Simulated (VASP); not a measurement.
A run of VASP 6.6.1:

The input INCAR:

```
SYSTEM = TiTe2
ALGO     = Normal         ! electronic algorithm
EDIFF    = 1E-6           ! SCF threshold, eV
ENCUT    = 520            ! plane-wave cutoff, eV
GGA      = PE             ! functional
ISIF     = 2              ! what is computed and relaxed
ISMEAR   = 0              ! smearing method
LASPH    = .True.         ! aspherical terms in the spheres
LCHARG   = .False.        ! write CHGCAR
LREAL    = .False.        ! projectors in reciprocal space
LWAVE    = .False.        ! write WAVECAR
NBANDS   = 19             ! bands
NELM     = 100            ! most SCF steps
PREC     = Accurate       ! precision mode
SIGMA    = 0.15           ! smearing width, eV
```

The input KPOINTS:

```
k-points
0
Gamma
  12 12 8
  0 0 0
```

Contents of POSCAR:

```
TiTe2
1.0
    3.7770008876      0.0000000000      0.1769524916
   -1.8885004438      3.2709787188     -0.0884762458
    0.3044313000      0.0000000000      6.4980000000
Ti Te
1 2
Direct
    0.0000000000      0.0000000000      0.0000000000
    0.6666666667      0.3333333333      0.2628000000
    0.3333333333      0.6666666667      0.7372000000
```

Potentials or basis: VASP PAW PBE potentials, release 64 (Ti_sv, Te).

The run is started by

```bash
$ cat potpaw_PBE.64/Ti_sv/POTCAR potpaw_PBE.64/Te/POTCAR > POTCAR
$ mpirun -np 1 vasp_std > vasp.out
```

Hardware: 1 thread of Intel(R) Xeon(R) Platinum 8488C (Sapphire Rapids), with other jobs on the host.

Task: Estimate the wall time of this run.

Result: Wall time 13 min on 1 thread of Intel(R) Xeon(R) Platinum 8488C (Sapphire Rapids), on a shared host, peak memory 0.88 GiB. Counts: scf iterations 17, k points 580.
